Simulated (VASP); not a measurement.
# Ni (Fm-3m) in VASP: notebook

Runs on Ni. Level: PBEsol+D3(BJ). Tasks: single point.

All numbers are computed with VASP 6.6.1; they aren't measurements. Logs are shortened: lines on timing, memory, paths and dates and some standing lists are left out, and cuts for length are marked.

### 1 The cell of the first run

Symmetry: Fm-3m, No. 225, cubic system. The conventional cell has a = 3.439 Å, b = 3.439 Å, c = 3.439 Å, α = 90.00°, β = 90.00°, γ = 90.00°. Ni (site symmetry m-3m) has 12 Ni at 2.43 Å within 3.2 Å.

### 2 Single point, PBEsol+D3(BJ), collinear spin, ferromagnetic start

INCAR

```
ALGO = Normal
EDIFF = 1E-6
ENCUT = 600
GGA = PS
GGA_COMPAT = F
ISIF = 2
ISMEAR = -1
ISPIN = 2
IVDW = 12
LASPH = T
LCHARG = T
LELF = T
LMAXMIX = 4
LORBIT = 11
LREAL = F
LVHAR = T
LWAVE = F
MAGMOM = 1.5
NBANDS = 15
NELM = 200
PREC = Accurate
SIGMA = 0.1
```

KPOINTS

```
k-points
0
Gamma
  24 24 24
```

POSCAR

```
Ni
1.0
    0.0000000000      1.7196959103      1.7196959103
    1.7196959103      0.0000000000      1.7196959103
    1.7196959103      1.7196959103      0.0000000000
Ni
1
Direct
    0.0000000000      0.0000000000      0.0000000000
```

Potentials or basis: VASP PAW PBE potentials, release 64 (Ni).

Run with:

```bash
cat potpaw_PBE.64/Ni/POTCAR > POTCAR
mpirun -np 1 vasp_std > vasp.out
```

OUTCAR:

```text
EDIFF = 1E-6
   ENCUT = 600
   GGA = PS
   ISIF = 2
   ISMEAR = -1
   ISPIN = 2
   IVDW = 12
   LASPH = T
   LORBIT = 11
   LREAL = F
   NELM = 200
   PREC = Accurate
 IVDW          = 12

 ion  position               nearest neighbor table
   1  0.000  0.000  0.000-

  LATTYP: Found a face centered cubic cell.
 ALAT       =     3.4393918206

  Lattice vectors:

 A1 = (   0.0000000000,   1.7196959103,   1.7196959103)
 A2 = (   1.7196959103,   0.0000000000,   1.7196959103)
 A3 = (   1.7196959103,   1.7196959103,   0.0000000000)

Analysis of symmetry for initial positions (statically):
=====================================================================
 Subroutine PRICEL returns:
 Original cell was already a primitive cell.

 Routine SETGRP: Setting up the symmetry group for a
 face centered cubic supercell.

 Subroutine GETGRP returns: Found 48 space group operations
 (whereof 48 operations were pure point group operations)
 out of a pool of 48 trial point group operations.

The static configuration has the point symmetry O_h .

Analysis of symmetry for dynamics (positions and initial velocities):
=====================================================================
 Subroutine PRICEL returns:
 Original cell was already a primitive cell.

 Routine SETGRP: Setting up the symmetry group for a
 face centered cubic supercell.

 Subroutine GETGRP returns: Found 48 space group operations
 (whereof 48 operations were pure point group operations)
 out of a pool of 48 trial point group operations.

The dynamic configuration has the point symmetry O_h .

Analysis of structural, dynamic, and magnetic symmetry:
=====================================================================
 Subroutine PRICEL returns:
 Original cell was already a primitive cell.

 Routine SETGRP: Setting up the symmetry group for a
 face centered cubic supercell.

 Subroutine GETGRP returns: Found 48 space group operations
 (whereof 48 operations were pure point group operations)
 out of a pool of 48 trial point group operations.

The overall configuration has the point symmetry O_h .

 Subroutine INISYM returns: Found 48 space group operations
 (whereof 48 operations are pure point group operations),
 and found     1 'primitive' translations

----------------------------------------------------------------------------------------

                                     Primitive cell

  volume of cell :      10.1715

  direct lattice vectors                    reciprocal lattice vectors
     0.000000000  1.719695910  1.719695910    -0.290749078  0.290749078  0.290749078
     1.719695910  0.000000000  1.719695910     0.290749078 -0.290749078  0.290749078
     1.719695910  1.719695910  0.000000000     0.290749078  0.290749078 -0.290749078

  length of vectors
     2.432017280  2.432017280  2.432017280     0.503592175  0.503592175  0.503592175

  position of ions in fractional coordinates (direct lattice)
     0.000000000  0.000000000  0.000000000

  ion indices of the primitive-cell ions
   primitive index   ion index
                 1           1

----------------------------------------------------------------------------------------

 KPOINTS: k-points

Automatic generation of k-mesh.
 Grid dimensions read from file:
 generate k-points for:   24   24   24

 Generating k-lattice:

  Cartesian coordinates                     Fractional coordinates (reciprocal lattice)
    -0.012114545  0.012114545  0.012114545     0.041666667  0.000000000  0.000000000
     0.012114545 -0.012114545  0.012114545     0.000000000  0.041666667  0.000000000
     0.012114545  0.012114545 -0.012114545     0.000000000  0.000000000  0.041666667

  Length of vectors
     0.020983007  0.020983007  0.020983007

  Shift w.r.t. Gamma in fractional coordinates (k-lattice)
     0.000000000  0.000000000  0.000000000

 Subroutine IBZKPT returns following result:
 ===========================================

 Found    413 irreducible k-points:

 Following reciprocal coordinates:
            Coordinates               Weight
  0.000000  0.000000  0.000000      1.000000
  0.041667  0.000000  0.000000      8.000000
  0.083333  0.000000  0.000000      8.000000
  0.125000  0.000000  0.000000      8.000000
  0.166667  0.000000  0.000000      8.000000
  0.208333  0.000000  0.000000      8.000000
[... 16 lines left out ...]
  0.416667  0.041667  0.000000     24.000000
  0.458333  0.041667  0.000000     24.000000
 [... further k-points ...]
   k-points           NKPTS =    413   k-points in BZ     NKDIM =    413   number of bands    NBANDS=     15
   number of dos      NEDOS =    301   number of ions     NIONS =      1
   total plane-waves  NPLWV =   8000
   dimension x,y,z NGX =    20 NGY =   20 NGZ =   20
   dimension x,y,z NGXF=    40 NGYF=   40 NGZF=   40
   ions per type =               1
   NGX,Y,Z   is equivalent  to a cutoff of  13.67, 13.67, 13.67 a.u.
   NGXF,Y,Z  is equivalent  to a cutoff of  27.34, 27.34, 27.34 a.u.
 SYSTEM =  unknown system
   PREC   = accura    normal or accurate (medium, high low for compatibility)
   ISTART =      0    job   : 0-new  1-cont  2-samecut
   ICHARG =      2    charge: 1-file 2-atom 10-const
   ISPIN  =      2    spin polarized calculation?
   LNONCOLLINEAR =      F non collinear calculations
   LSORBIT =      F    spin-orbit coupling
   LASPH  =      T    aspherical Exc in radial PAW
   ENCUT  =  600.0 eV  44.10 Ry    6.64 a.u.   4.86  4.86  4.86*2*pi/ulx,y,z
   NELM   =    200;   NELMIN=  2; NELMDL= -5     # of ELM steps
   EDIFF  = 0.1E-05   stopping-criterion for ELM
   LREAL  =      F    real-space projection
   EDIFFG = 0.1E-04   stopping-criterion for IOM
   NSW    =      0    number of steps for IOM
   IBRION =     -1    ionic relax: 0-MD 1-quasi-New 2-CG
   NFREE  =      0    steps in history (QN), initial steepest desc. (CG)
   ISIF   =      2    stress and relaxation
   ISYM   =      2    0-nonsym 1-usesym 2-fastsym
   POTIM  = 0.5000    time-step for ionic-motion
   TEBEG  =    0.0;   TEEND  =   0.0 temperature during run
   PSTRESS=    0.0 pullay stress
   NELECT =      10.0000    total number of electrons
   NUPDOWN=      -1.0000    fix difference up-down
   EMIN   =  10.00;   EMAX   =-10.00  energy-range for DOS
   EFERMI =   0.00;   METHOD = LEGACY
   ISMEAR =    -1;   SIGMA  =   0.10  broadening in eV -4-tet -1-fermi 0-gaus
   EFERMI_NEDOS =   21; number of points for ismear=-14 and -15
   IALGO  =     38    algorithm
   IMIX   =      4    mixing-type and parameters
     AMIX     =   0.40;   BMIX     =  1.00
     AMIX_MAG =   1.60;   BMIX_MAG =  1.00
  volume/ion in A,a.u.               =      10.17        68.64
  Fermi-wavevector in a.u.,A,eV,Ry     =   1.627845  3.076182 36.053818  2.649881
  Thomas-Fermi vector in A             =   2.720574
   LORBIT       =     11    0 simple, 1 ext, 2 COOP (PROOUT), +10 PAW based schemes
   GGA     = PS    functional components
   LHFCALC =     F    Hartree Fock is set to
   AEXX    =    0.0000 exact exchange contribution
   IVDW    =    12    specifies the selected vdW correction
   LEPSILON=     F    determine dielectric tensor
   LRPA    =     F    only Hartree local field effects (RPA)
 spin polarized calculation
  energy-cutoff  :      600.00
  volume of cell :       10.17
 maximum number of plane-waves:       348
   NGX =  9   NGY =  9   NGZ =  9

 number of electron      10.0000000 magnetization       1.5000000

 number of electron       9.9999992 magnetization       0.5888063

 Free energy of the ion-electron system (eV)
  ---------------------------------------------------
  ext. energy  EPLUGINS =         0.00000000
  ---------------------------------------------------
  free energy    TOTEN  =        -6.15875352 eV

  energy without entropy =       -6.10633571  energy(sigma->0) =       -6.13254461

 E-fermi :  10.1572     XC(G=0): -13.8396

 val. band max:       10.1561907587   @ k =  -0.2917   0.3333   0.1250
 cond. band min:      10.1614280376   @ k =  -0.4167   0.3333   0.1667
 fundamental gap:      0.0052372790
 Fermi energy:        10.1571733783

 spin component 1

 k-point     1 :       0.0000    0.0000    0.0000
  band No.  band energies     occupation
      1       0.6316      1.00000
      2       7.5964      1.00000
      3       7.5964      1.00000
      4       7.5964      1.00000
      5       8.8702      1.00000
      6       8.8702      1.00000
      7      34.4371      0.00000
      8      38.8075      0.00000
      9      38.8075      0.00000
     10      38.8075      0.00000
     11      41.9783      0.00000
     12      41.9783      0.00000
     13      41.9783      0.00000
     14      44.8207      0.00000
     15      51.8892      0.00000

 k-point     2 :       0.0417    0.0000    0.0000
  band No.  band energies     occupation
      1       0.7033      1.00000
      2       7.5761      1.00000
      3       7.6135      1.00000
      4       7.6135      1.00000
      5       8.8625      1.00000
      6       8.8625      1.00000
      7      34.2715      0.00000
      8      37.7172      0.00000
      9      38.6435      0.00000
     10      38.6435      0.00000
     11      42.2195      0.00000
     12      42.2195      0.00000
     13      42.6769      0.00000
     14      45.4005      0.00000
     15      51.0630      0.00000
[... 365 lines left out ...]
      3       7.6847      1.00000
      4       8.3263      1.00000
      5       9.5377      0.99796
      6       9.6547      0.99347
      7      18.4133      0.00000
      8      32.9336      0.00000
      9      34.8537      0.00000
     10      36.3205      0.00000
     11      39.4197      0.00000
     12      40.5833      0.00000
     13      45.5336      0.00000
     14      53.6651      0.00000
     15      55.6315      0.00000

 k-point    24 :       0.4583    0.0417    0.0000
  band No.  band energies     occupation
      1       4.9450      1.00000
      2       7.5771      1.00000
      3       7.6438      1.00000
      4       8.8184      1.00000
      5       9.6079      0.99590
      6       9.9959      0.83379
      7      17.1047      0.00000
      8      32.7228      0.00000
      9      35.0149      0.00000
     10      35.7789      0.00000
     11      39.4453      0.00000
     12      40.0039      0.00000
     13      45.8185      0.00000
     14      55.0365      0.00000
     15      56.4924      0.00000

 [... further k-points ...]

 spin component 2

 k-point     1 :       0.0000    0.0000    0.0000
  band No.  band energies     occupation
      1       0.6263      1.00000
      2       8.2690      1.00000
      3       8.2690      1.00000
      4       8.2690      1.00000
      5       9.4551      0.99911
      6       9.4551      0.99911
      7      34.3389      0.00000
      8      38.8089      0.00000
      9      38.8089      0.00000
     10      38.8089      0.00000
     11      42.0981      0.00000
     12      42.0981      0.00000
     13      42.0981      0.00000
     14      44.7387      0.00000
     15      52.0880      0.00000

 k-point     2 :       0.0417    0.0000    0.0000
  band No.  band energies     occupation
      1       0.6980      1.00000
      2       8.2466      1.00000
      3       8.2868      1.00000
      4       8.2868      1.00000
      5       9.4470      0.99918
      6       9.4470      0.99918
      7      34.1889      0.00000
      8      37.7337      0.00000
      9      38.6578      0.00000
     10      38.6578      0.00000
     11      42.3244      0.00000
     12      42.3244      0.00000
     13      42.7461      0.00000
     14      45.3413      0.00000
     15      51.2414      0.00000
[... 365 lines left out ...]
      3       8.2773      1.00000
      4       8.5850      1.00000
      5      10.2305      0.32448
      6      10.2747      0.23586
      7      18.7040      0.00000
      8      32.8603      0.00000
      9      34.9518      0.00000
     10      36.4224      0.00000
     11      39.4764      0.00000
     12      40.6476      0.00000
     13      45.6553      0.00000
     14      53.9091      0.00000
     15      56.6952      0.00000

 k-point    24 :       0.4583    0.0417    0.0000
  band No.  band energies     occupation
      1       5.3093      1.00000
      2       8.1510      1.00000
      3       8.2307      1.00000
      4       9.0610      0.99998
      5      10.3083      0.18078
      6      10.5143      0.02736
      7      17.4524      0.00000
      8      32.6472      0.00000
      9      35.1091      0.00000
     10      35.8739      0.00000
     11      39.5074      0.00000
     12      40.0741      0.00000
     13      45.9657      0.00000
     14      55.5967      0.00000
     15      57.3545      0.00000

 [... further k-points ...]

------------------------ aborting loop because EDIFF is reached ----------------------------------------

 Edisp (eV)   -0.44647

 E8    (eV) :    -0.2927

  FORCE on cell =-STRESS in cart. coord.  units (eV):
  Direction    XX          YY          ZZ          XY          YZ          ZX
  --------------------------------------------------------------------------------------
  -------------------------------------------------------------------------------------
  Total      -0.12425    -0.12425    -0.12425     0.00000     0.00000    -0.00000
  in kB     -19.57089   -19.57089   -19.57089     0.00000     0.00000    -0.00000
  external pressure =      -19.57 kB  Pullay stress =        0.00 kB

 VOLUME and BASIS-vectors are now :
 -----------------------------------------------------------------------------
  energy-cutoff  :      600.00
  volume of cell :       10.17
      direct lattice vectors                 reciprocal lattice vectors
     0.000000000  1.719695910  1.719695910    -0.290749078  0.290749078  0.290749078
     1.719695910  0.000000000  1.719695910     0.290749078 -0.290749078  0.290749078
     1.719695910  1.719695910  0.000000000     0.290749078  0.290749078 -0.290749078

 POSITION                                       TOTAL-FORCE (eV/Angst)
 -----------------------------------------------------------------------------------
      0.00000      0.00000      0.00000        -0.000000      0.000000      0.000000
 -----------------------------------------------------------------------------------
    total drift:                                0.000000      0.000000      0.000000

  FREE ENERGIE OF THE ION-ELECTRON SYSTEM (eV)
  ---------------------------------------------------
  free  energy   TOTEN  =        -6.6052267430 eV

  energy  without entropy=       -6.5528089381  energy(sigma->0) =       -6.57901784

 total charge

# of ion       s       p       d       tot
------------------------------------------
    1        0.530   0.566   8.347   9.443

 magnetization (x)

# of ion       s       p       d       tot
------------------------------------------
    1       -0.006  -0.023   0.621   0.592
```

Wall time 1.7 min (1 thread of Intel Xeon Platinum 8375C at 2.90GHz (Ice Lake), shared host); peak memory 0.23 GiB.

What came out:

```yaml
Free_energy: -6.6052 eV
Pressure: -2.0 GPa
Net_moment: 0.59 μB per cell
Site_moments: Ni +0.59 μB
Valence_electrons_inside_the_program's_atomic_spheres: Ni 9.44
Dispersion_energy_per_atom: -0.446 eV
```

Levels at points of the mesh, in eV from the Fermi level:
Spin up:
```
           k point  band 3  band 4  band 5  band 6  band 7  band 8
(0.00, 0.00, 0.00)   -2.56   -2.56   -1.29   -1.29   24.28   28.65
(0.50, 0.00, 0.00)   -2.57   -0.53   -0.53   -0.45    6.17   22.74
(0.50, 0.50, 0.00)   -0.50   -0.37   -0.37    2.45    9.83   15.42
```
Spin down:
| k point | band 1 | band 2 | band 3 | band 4 | band 5 | band 6 | band 7 | band 8 | band 9 | band 10 |
| --- | --- | --- | --- | --- | --- | --- | --- | --- | --- | --- |
| (0.00, 0.00, 0.00) | -9.53 | -1.89 | -1.89 | -1.89 | -0.70 | -0.70 | 24.18 | 28.65 | 28.65 | 28.65 |
| (0.50, 0.00, 0.00) | -4.81 | -1.98 | -1.98 | -0.48 | 0.17 | 0.17 | 6.57 | 22.64 | 25.91 | 25.91 |
| (0.50, 0.50, 0.00) | -4.72 | -3.98 | 0.11 | 0.41 | 0.41 | 2.45 | 10.09 | 15.45 | 15.45 | 20.78 |

Caveat: three body term missing; the PAW data sets were made with another functional, which shifts forces and pressure a little.

### 3 Single point, PBEsol+D3(BJ), collinear spin, ferromagnetic start

This run uses another cell than the first one, of 10.94 Å³/atom.

INCAR

```
PREC = Accurate
ENCUT = 600
EDIFF = 1E-6
ISMEAR = -1
SIGMA = 0.1
LREAL = False
LASPH = True
NELM = 200
ALGO = Normal
ISIF = 2
LWAVE = False
LCHARG = True
ISPIN = 2
MAGMOM = 1.5
LORBIT = 11
LMAXMIX = 4
GGA = PS
IVDW = 12
LELF = True
LVHAR = True
NBANDS = 15
GGA_COMPAT = False
```

KPOINTS

```
Automatic mesh
0
Gamma
  24 24 24
```

POSCAR

```
Ni
1.0
    0.0000000000      1.7619350000      1.7619350000
    1.7619350000      0.0000000000      1.7619350000
    1.7619350000      1.7619350000      0.0000000000
Ni
1
Direct
    0.0000000000      0.0000000000      0.0000000000
```

Potentials or basis: VASP PAW PBE potentials, release 64 (Ni).

Run with:

```bash
cat potpaw_PBE.64/Ni/POTCAR > POTCAR
mpirun -np 1 vasp_std > vasp.out
```

Wall time 93 s (1 thread of Intel Xeon Platinum 8375C at 2.90GHz (Ice Lake), shared host); peak memory 0.24 GiB.

The run converged. Its results:

- Free energy: -6.5593 eV
- Pressure: -16.2 GPa
- Net moment: 0.62 μB per cell
- Site moments: Ni +0.63 μB
- Valence electrons inside the program's atomic spheres: Ni 9.30
- Dispersion energy per atom: -0.415 eV

Levels at points of the mesh, in eV from the Fermi level:
Spin up:
| k point | band 2 | band 3 | band 4 | band 5 | band 6 | band 7 | band 8 | band 9 |
| --- | --- | --- | --- | --- | --- | --- | --- | --- |
| (0.00, 0.00, 0.00) | -2.39 | -2.39 | -2.39 | -1.24 | -1.24 | 23.66 | 27.46 | 27.46 |
| (0.50, 0.00, 0.00) | -2.38 | -2.38 | -0.57 | -0.57 | -0.32 | 5.62 | 22.16 | 24.53 |
| (0.50, 0.50, 0.00) | -4.14 | -0.53 | -0.43 | -0.43 | 2.40 | 9.16 | 14.73 | 14.73 |
Spin down:
```csv
k point,band 2,band 3,band 4,band 5,band 6,band 7,band 8,band 9
"(0.00, 0.00, 0.00)",-1.68,-1.68,-1.68,-0.62,-0.62,23.55,27.46,27.46
"(0.50, 0.00, 0.00)",-1.77,-1.77,-0.35,0.16,0.16,6.03,22.05,24.62
"(0.50, 0.50, 0.00)",-3.57,0.11,0.37,0.37,2.39,9.42,14.75,14.75
```

Caveat: three body term missing; the cell stands under tension; the PAW data sets were made with another functional, which shifts forces and pressure a little.
